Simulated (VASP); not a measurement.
# BaS (Fm-3m) in VASP: notebook

The runs below take BaS through single point, with PBE.

Program: VASP 6.6.1. These are calculated values, not measurements. Logs are shortened: lines on timing, memory, paths and dates and some standing lists are left out, and cuts for length are marked.

## (1) The cell of the first run

It takes space group Fm-3m (No. 225, cubic). Conventional cell: a = 6.298 Å, b = 6.298 Å, c = 6.298 Å, α = 90.00°, β = 90.00°, γ = 90.00°. Within 4.1 Å of Ba (site symmetry m-3m) lie 6 S at 3.15 Å. Within 4.1 Å of S (site symmetry m-3m) lie 6 Ba at 3.15 Å.

## (2) Single point, PBE (31.23 Å³/atom)

INCAR reads:

```
SYSTEM = BaS
ALGO     = Normal         ! electronic algorithm
EDIFF    = 1E-6           ! SCF threshold, eV
ENCUT    = 500            ! plane-wave cutoff, eV
GGA      = PE             ! functional
GGA_COMPAT= .FALSE.      
ISIF     = 2              ! what is computed and relaxed
ISMEAR   = 0              ! smearing method
LASPH    = .TRUE.         ! aspherical terms in the spheres
LCHARG   = .FALSE.        ! write CHGCAR
LREAL    = .FALSE.        ! projectors in reciprocal space
LWAVE    = .FALSE.        ! write WAVECAR
NBANDS   = 15             ! bands
NELM     = 120            ! most SCF steps
PREC     = Accurate       ! precision mode
SIGMA    = 0.01           ! smearing width, eV
```

KPOINTS reads:

```
k-points
0
G
  6 6 6
  0 0 0
```

POSCAR reads:

```
BaS
1.0
    0.0000000000      3.1491629430      3.1491629430
    3.1491629430      0.0000000000      3.1491629430
    3.1491629430      3.1491629430      0.0000000000
Ba S
1 1
Direct
    0.0000000000      0.0000000000      0.0000000000
    0.5000000000      0.5000000000      0.5000000000
```

Potentials or basis: VASP PAW PBE potentials, release 64 (Ba_sv, S).

Run with:

```console
$ cat potpaw_PBE.64/Ba_sv/POTCAR potpaw_PBE.64/S/POTCAR > POTCAR
$ mpirun -np 1 vasp_std > vasp.out
```

OUTCAR:

```text
SYSTEM = BaS
   EDIFF = 1E-6
   ENCUT = 500
   GGA = PE
   ISIF = 2
   ISMEAR = 0
   LASPH = .TRUE.
   LREAL = .FALSE.
   NELM = 120
   PREC = Accurate

 ion  position               nearest neighbor table
   1  0.000  0.000  0.000-   2 3.15   2 3.15   2 3.15   2 3.15   2 3.15   2 3.15
   2  0.500  0.500  0.500-   1 3.15   1 3.15   1 3.15   1 3.15   1 3.15   1 3.15

  LATTYP: Found a face centered cubic cell.
 ALAT       =     6.2983258860

  Lattice vectors:

 A1 = (   0.0000000000,   3.1491629430,   3.1491629430)
 A2 = (   3.1491629430,   0.0000000000,   3.1491629430)
 A3 = (   3.1491629430,   3.1491629430,   0.0000000000)

Analysis of symmetry for initial positions (statically):
=====================================================================
 Subroutine PRICEL returns:
 Original cell was already a primitive cell.

 Routine SETGRP: Setting up the symmetry group for a
 face centered cubic supercell.

 Subroutine GETGRP returns: Found 48 space group operations
 (whereof 48 operations were pure point group operations)
 out of a pool of 48 trial point group operations.

The static configuration has the point symmetry O_h .

Analysis of symmetry for dynamics (positions and initial velocities):
=====================================================================
 Subroutine PRICEL returns:
 Original cell was already a primitive cell.

 Routine SETGRP: Setting up the symmetry group for a
 face centered cubic supercell.

 Subroutine GETGRP returns: Found 48 space group operations
 (whereof 48 operations were pure point group operations)
 out of a pool of 48 trial point group operations.

The dynamic configuration has the point symmetry O_h .

 Subroutine INISYM returns: Found 48 space group operations
 (whereof 48 operations are pure point group operations),
 and found     1 'primitive' translations

----------------------------------------------------------------------------------------

                                     Primitive cell

  volume of cell :      62.4619

  direct lattice vectors                    reciprocal lattice vectors
     0.000000000  3.149162943  3.149162943    -0.158772350  0.158772350  0.158772350
     3.149162943  0.000000000  3.149162943     0.158772350 -0.158772350  0.158772350
     3.149162943  3.149162943  0.000000000     0.158772350  0.158772350 -0.158772350

  length of vectors
     4.453588944  4.453588944  4.453588944     0.275001776  0.275001776  0.275001776

  position of ions in fractional coordinates (direct lattice)
     0.000000000  0.000000000  0.000000000
     0.500000000  0.500000000  0.500000000

  ion indices of the primitive-cell ions
   primitive index   ion index
                 1           1
                 2           2

----------------------------------------------------------------------------------------

 KPOINTS: k-points

Automatic generation of k-mesh.
 Grid dimensions read from file:
 generate k-points for:    6    6    6

 Generating k-lattice:

  Cartesian coordinates                     Fractional coordinates (reciprocal lattice)
    -0.026462058  0.026462058  0.026462058     0.166666667  0.000000000  0.000000000
     0.026462058 -0.026462058  0.026462058     0.000000000  0.166666667  0.000000000
     0.026462058  0.026462058 -0.026462058     0.000000000  0.000000000  0.166666667

  Length of vectors
     0.045833629  0.045833629  0.045833629

  Shift w.r.t. Gamma in fractional coordinates (k-lattice)
     0.000000000  0.000000000  0.000000000

 Subroutine IBZKPT returns following result:
 ===========================================

 Found     16 irreducible k-points:

 Following reciprocal coordinates:
            Coordinates               Weight
  0.000000  0.000000  0.000000      1.000000
  0.166667  0.000000  0.000000      8.000000
  0.333333  0.000000  0.000000      8.000000
  0.500000  0.000000  0.000000      4.000000
  0.166667  0.166667  0.000000      6.000000
  0.333333  0.166667  0.000000     24.000000
[... 8 lines left out ...]
 -0.333333  0.333333  0.166667     24.000000
 -0.333333  0.500000  0.166667     12.000000
   k-points           NKPTS =     16   k-points in BZ     NKDIM =     16   number of bands    NBANDS=     15
   number of dos      NEDOS =    301   number of ions     NIONS =      2
   total plane-waves  NPLWV =  32768
   dimension x,y,z NGX =    32 NGY =   32 NGZ =   32
   dimension x,y,z NGXF=    64 NGYF=   64 NGZF=   64
   ions per type =               1   1
   NGX,Y,Z   is equivalent  to a cutoff of  11.95, 11.95, 11.95 a.u.
   NGXF,Y,Z  is equivalent  to a cutoff of  23.89, 23.89, 23.89 a.u.
 SYSTEM =  BaS
   PREC   = accura    normal or accurate (medium, high low for compatibility)
   ISTART =      0    job   : 0-new  1-cont  2-samecut
   ICHARG =      2    charge: 1-file 2-atom 10-const
   ISPIN  =      1    spin polarized calculation?
   LNONCOLLINEAR =      F non collinear calculations
   LSORBIT =      F    spin-orbit coupling
   LASPH  =      T    aspherical Exc in radial PAW
   ENCUT  =  500.0 eV  36.75 Ry    6.06 a.u.   8.12  8.12  8.12*2*pi/ulx,y,z
   NELM   =    120;   NELMIN=  2; NELMDL= -5     # of ELM steps
   EDIFF  = 0.1E-05   stopping-criterion for ELM
   LREAL  =      F    real-space projection
[... 7 lines left out ...]
   TEBEG  =    0.0;   TEEND  =   0.0 temperature during run
   PSTRESS=    0.0 pullay stress
   NELECT =      16.0000    total number of electrons
   NUPDOWN=      -1.0000    fix difference up-down
   EMIN   =  10.00;   EMAX   =-10.00  energy-range for DOS
   EFERMI =   0.00;   METHOD = LEGACY
   ISMEAR =     0;   SIGMA  =   0.01  broadening in eV -4-tet -1-fermi 0-gaus
   EFERMI_NEDOS =   21; number of points for ismear=-14 and -15
   IALGO  =     38    algorithm
   IMIX   =      4    mixing-type and parameters
     AMIX     =   0.40;   BMIX     =  1.00
     AMIX_MAG =   1.60;   BMIX_MAG =  1.00
  volume/ion in A,a.u.               =      31.23       210.76
  Fermi-wavevector in a.u.,A,eV,Ry     =   1.039704  1.964756 14.707684  1.080984
  Thomas-Fermi vector in A             =   2.174246
   LORBIT       =      0    0 simple, 1 ext, 2 COOP (PROOUT), +10 PAW based schemes
   GGA     = PE    functional components
   LHFCALC =     F    Hartree Fock is set to
   AEXX    =    0.0000 exact exchange contribution
   IVDW    =     0    specifies the selected vdW correction
   LEPSILON=     F    determine dielectric tensor
   LRPA    =     F    only Hartree local field effects (RPA)
 non-spin polarized calculation
 Gauss-broadening in eV      SIGMA  =   0.01
  energy-cutoff  :      500.00
  volume of cell :       62.46
 maximum number of plane-waves:      1600
   NGX = 17   NGY = 17   NGZ = 17

 number of electron      16.0000000 magnetization

 Free energy of the ion-electron system (eV)
  ---------------------------------------------------
  ext. energy  EPLUGINS =         0.00000000
  ---------------------------------------------------
  free energy    TOTEN  =       -10.14212988 eV

  energy without entropy =      -10.14212988  energy(sigma->0) =      -10.14212988

 E-fermi :   1.7460     XC(G=0):  -8.8026

 val. band max:        1.6798163002   @ k =   0.0000   0.0000   0.0000
 cond. band min:       3.7093824781   @ k =   0.5000   0.5000   0.0000
 fundamental gap:      2.0295661779
 Fermi energy:         1.7460494435

 k-point     1 :       0.0000    0.0000    0.0000
  band No.  band energies     occupation
      1     -24.2661      2.00000
      2      -9.3154      2.00000
      3      -9.3154      2.00000
      4      -9.3154      2.00000
      5      -8.7472      2.00000
      6       1.6798      2.00000
      7       1.6798      2.00000
      8       1.6798      2.00000
      9       5.4899      0.00000
     10       5.5487      0.00000
     11       5.5487      0.00000
     12       5.5487      0.00000
     13       6.5197      0.00000
     14       6.5197      0.00000
     15      10.4841      0.00000

 k-point     2 :       0.1667    0.0000    0.0000
  band No.  band energies     occupation
      1     -24.2523      2.00000
      2      -9.8838      2.00000
      3      -9.3262      2.00000
      4      -9.3262      2.00000
      5      -8.1556      2.00000
      6       1.0004      2.00000
      7       1.3059      2.00000
      8       1.3059      2.00000
      9       5.6126      0.00000
     10       5.9780      0.00000
     11       5.9780      0.00000
     12       6.4797      0.00000
     13       7.3522      0.00000
     14       7.3522      0.00000
     15      11.5947      0.00000

 k-point     3 :       0.3333    0.0000    0.0000
  band No.  band energies     occupation
      1     -24.2246      2.00000
      2     -10.4447      2.00000
      3      -9.3476      2.00000
      4      -9.3476      2.00000
      5      -7.5429      2.00000
      6       0.0405      2.00000
      7       0.7393      2.00000
      8       0.7393      2.00000
      9       6.2025      0.00000
     10       7.1253      0.00000
     11       7.1253      0.00000
     12       7.9553      0.00000
     13       9.2182      0.00000
     14       9.2182      0.00000
     15      12.3741      0.00000
[... 199 lines left out ...]
 k-point    15 :      -0.3333    0.3333    0.1667
  band No.  band energies     occupation
      1     -24.1981      2.00000
      2     -10.2561      2.00000
      3      -9.6295      2.00000
      4      -9.5184      2.00000
      5      -7.8221      2.00000
      6       0.3292      2.00000
      7       0.9639      2.00000
      8       1.0417      2.00000
      9       6.1841      0.00000
     10       6.2952      0.00000
     11       8.5458      0.00000
     12       8.8733      0.00000
     13       9.2636      0.00000
     14      11.2725      0.00000
     15      11.5542      0.00000

 k-point    16 :      -0.3333    0.5000    0.1667
  band No.  band energies     occupation
      1     -24.1940      2.00000
      2      -9.8975      2.00000
      3      -9.7985      2.00000
      4      -9.6275      2.00000
      5      -8.1319      2.00000
      6       0.7326      2.00000
      7       1.1881      2.00000
      8       1.3122      2.00000
      9       4.8640      0.00000
     10       7.3130      0.00000
     11       8.0656      0.00000
     12       8.8574      0.00000
     13       9.4234      0.00000
     14      10.3073      0.00000
     15      11.8048      0.00000

------------------------ aborting loop because EDIFF is reached ----------------------------------------

  FORCE on cell =-STRESS in cart. coord.  units (eV):
  Direction    XX          YY          ZZ          XY          YZ          ZX
  --------------------------------------------------------------------------------------
  -------------------------------------------------------------------------------------
  Total        1.4154518      1.4154518      1.4154518      0.0000000      0.0000000      0.0000000
  in kB       36.3069928     36.3069928     36.3069928      0.0000000      0.0000000      0.0000000
  external PRESSURE =      36.3069928 kB  Pullay stress =       0.0000000 kB

 VOLUME and BASIS-vectors are now :
 -----------------------------------------------------------------------------
  energy-cutoff  :      500.00
  volume of cell :       62.46
      direct lattice vectors                 reciprocal lattice vectors
     0.000000000  3.149162943  3.149162943    -0.158772350  0.158772350  0.158772350
     3.149162943  0.000000000  3.149162943     0.158772350 -0.158772350  0.158772350
     3.149162943  3.149162943  0.000000000     0.158772350  0.158772350 -0.158772350

 POSITION                                       TOTAL-FORCE (eV/Angst)
 -----------------------------------------------------------------------------------
      0.00000      0.00000      0.00000         0.000000      0.000000      0.000000
      3.14916      3.14916      3.14916         0.000000      0.000000     -0.000000
 -----------------------------------------------------------------------------------
    total drift:                                0.000000     -0.000000     -0.000000

  FREE ENERGIE OF THE ION-ELECTRON SYSTEM (eV)
  ---------------------------------------------------
  free  energy   TOTEN  =       -10.1421298758 eV

  energy  without entropy=      -10.1421298758  energy(sigma->0) =      -10.14212988
```

Run time: 19 s. Hardware: 1 thread of Intel Xeon 8259CL, shared host; peak memory 0.18 GiB.

What came out:

| Quantity | Value |
| --- | --- |
| Free energy | -10.1421 eV |
| Pressure | 3.6 GPa |
| Band gap on the k mesh | 2.03 eV (least direct gap 2.14 eV) |

Levels at points of the mesh, in eV from the valence-band top:
```csv
k point,band 4,band 5,band 6,band 7,band 8,band 9,band 10,band 11,band 12,band 13
"(0.00, 0.00, 0.00)",-11.00,-10.43,0.00,0.00,0.00,3.81,3.87,3.87,3.87,4.84
"(0.50, 0.00, 0.00)",-11.04,-8.99,-2.03,-1.17,-1.17,5.69,5.82,6.47,6.47,9.10
"(0.50, 0.50, 0.00)",-11.22,-10.34,-0.47,-0.11,-0.11,2.03,6.04,6.29,7.72,7.72
```

Caveat: the cell stands under pressure; spin-orbit coupling is left out, which moves the levels of the heavy elements.

## (3) Single point, PBE (32.23 Å³/atom)

This run uses another cell than the first one, of 32.23 Å³/atom.

INCAR reads:

```
PREC     = Accurate       # precision mode
ENCUT    = 500            # plane-wave cutoff, eV
EDIFF    = 1E-6           # SCF threshold, eV
ISMEAR   = 0              # smearing method
SIGMA    = 0.01           # smearing width, eV
LREAL    = F              # projectors in reciprocal space
LASPH    = T              # aspherical terms in the spheres
NELM     = 120            # most SCF steps
ALGO     = Normal         # electronic algorithm
ISIF     = 2              # what is computed and relaxed
LWAVE    = F              # write WAVECAR
LCHARG   = F              # write CHGCAR
GGA      = PE             # functional
NBANDS   = 15             # bands
GGA_COMPAT= F
```

KPOINTS reads:

```
regular mesh
0
Gamma
  6 6 6
```

POSCAR reads:

```
BaS
1.0
    0.0000000000      3.1823144628      3.1823144628
    3.1823144628      0.0000000000      3.1823144628
    3.1823144628      3.1823144628      0.0000000000
Ba S
1 1
Direct
    0.0000000000      0.0000000000      0.0000000000
    0.5000000000      0.5000000000      0.5000000000
```

Potentials or basis: VASP PAW PBE potentials, release 64 (Ba_sv, S).

Run with:

```console
$ cat potpaw_PBE.64/Ba_sv/POTCAR potpaw_PBE.64/S/POTCAR > POTCAR
$ mpirun -np 1 vasp_std > vasp.out
```

Run time: 25 s. Hardware: 1 thread of Intel Xeon 8259CL, shared host; peak memory 0.21 GiB.

Results (log left out):

```
Free energy            : -10.1769 eV
Pressure               : 2.0 GPa
Band gap on the k mesh : 2.09 eV (least direct gap 2.22 eV)
```

Levels at points of the mesh, in eV from the valence-band top:
```csv
k point,band 4,band 5,band 6,band 7,band 8,band 9,band 10,band 11,band 12,band 13
"(0.00, 0.00, 0.00)",-11.10,-10.38,0.00,0.00,0.00,3.65,3.87,3.87,3.87,4.81
"(0.50, 0.00, 0.00)",-11.13,-9.09,-1.96,-1.11,-1.11,5.58,5.72,6.35,6.35,9.00
"(0.50, 0.50, 0.00)",-11.29,-10.29,-0.51,-0.13,-0.13,2.09,5.96,6.09,7.55,7.55
```

Caveat: spin-orbit coupling is left out, which moves the levels of the heavy elements. A k mesh can miss the band edges.

## (4) Single point, PBE

This run uses another cell than the first one, of 33.22 Å³/atom.

INCAR reads:

```
SYSTEM = BaS
PREC = Accurate
ENCUT = 500
EDIFF = 1E-6
ISMEAR = 0
SIGMA = 0.01
LREAL = .FALSE.
LASPH = .TRUE.
NELM = 120
ALGO = Normal
ISIF = 2
LWAVE = .FALSE.
LCHARG = .FALSE.
GGA = PE
NBANDS = 15
GGA_COMPAT = .FALSE.
```

KPOINTS reads:

```
regular mesh
0
G
  6 6 6
  0 0 0
```

POSCAR reads:

```
BaS
1.0
    0.0000000000      3.2147893023      3.2147893023
    3.2147893023      0.0000000000      3.2147893023
    3.2147893023      3.2147893023      0.0000000000
Ba S
1 1
Direct
    0.0000000000      0.0000000000      0.0000000000
    0.5000000000      0.5000000000      0.5000000000
```

Run with:

```console
$ cat potpaw_PBE.64/Ba_sv/POTCAR potpaw_PBE.64/S/POTCAR > POTCAR
$ mpirun -np 1 vasp_std > vasp.out
```

Run time: 27 s. Hardware: 1 thread of Intel Xeon 8259CL, shared host; peak memory 0.21 GiB.

The run converged. Its results:

```yaml
Free_energy: -10.1924 eV
Pressure: 0.5 GPa
Band_gap_on_the_k_mesh: 2.14 eV (least direct gap 2.29 eV)
```

Levels at points of the mesh, in eV from the valence-band top:
```tsv
k point	band 4	band 5	band 6	band 7	band 8	band 9	band 10	band 11	band 12	band 13
(0.00, 0.00, 0.00)	-11.20	-10.33	0.00	0.00	0.00	3.50	3.86	3.86	3.86	4.77
(0.50, 0.00, 0.00)	-11.23	-9.18	-1.89	-1.05	-1.05	5.47	5.63	6.23	6.23	8.78
(0.50, 0.50, 0.00)	-11.37	-10.24	-0.54	-0.15	-0.15	2.14	5.88	5.91	7.39	7.39
```

Caveat: spin-orbit coupling is left out, which moves the levels of the heavy elements. A k mesh can miss the band edges.

[end of part 1 of 2]
